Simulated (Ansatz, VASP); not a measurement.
BaTiO3: VASP beside Ansatz

Contents of INCAR:

```
  PREC = Accurate
  ENCUT = 520
  EDIFF = 1E-6
  ISMEAR = 0
  SIGMA = 0.01
  LREAL = F
  LASPH = T
  NELM = 80
  ALGO = Normal
  ISIF = 2
  LWAVE = F
  LCHARG = F
  GGA = PE
  NBANDS = 28
```

The input KPOINTS:

```
Automatic mesh
0
Gamma
  6 6 6
```

File POSCAR:

```
BaTiO3
1.0
    4.0716838054      0.0000000000      0.0000000000
    0.0000000000      4.0716838054      0.0000000000
    0.0000000000      0.0000000000      4.0716838054
Ba Ti O
1 1 3
Direct
    0.5000000000      0.5000000000      0.5000000000
    0.0000000000      0.0000000000      0.0000000000
    0.5000000000      0.0000000000      0.0000000000
    0.0000000000      0.5000000000      0.0000000000
    0.0000000000      0.0000000000      0.5000000000
```

Input for Ansatz:

```yaml
crystal:
  lattice:
    - [4.071683805400303, 0.0, 0.0]
    - [0.0, 4.071683805400303, 0.0]
    - [0.0, 0.0, 4.071683805400303]
  atoms:
    - { symbol: Ba, position: [0.5, 0.5, 0.5] }
    - { symbol: Ti, position: [0.0, 0.0, 0.0] }
    - { symbol: O, position: [0.5, 0.0, 0.0] }
    - { symbol: O, position: [0.0, 0.5, 0.0] }
    - { symbol: O, position: [0.0, 0.0, 0.5] }
basis:
  ecutwfc: 550.0
kpoints:
  mp_grid:
    grid: [6, 6, 6]
hamiltonian:
  xc: pbe
  pseudopotentials:
    kind: paw
scf:
  occupations:
    method: fixed
output:
  stress: true
```

Alike in both runs: task single point; functional PBE; k mesh 6 × 6 × 6; no spin polarisation.

|  | VASP | Ansatz |
| --- | --- | --- |
| version | VASP 6.6.1 | Ansatz 0.2.0 |
| potentials or method | VASP PAW PBE potentials, release 64 (Ba_sv, Ti_sv, O), cutoff 520 eV | plane waves, PAW |
| occupations | gaussian, width 0.01 eV | fixed |
| valence electrons in the cell | 40 | 40 |

|  | VASP | Ansatz | Ansatz less VASP |
| --- | --- | --- | --- |
| pressure (GPa) | -4.3 | -5.8 | -1.46 |

Spin-orbit coupling is off throughout.
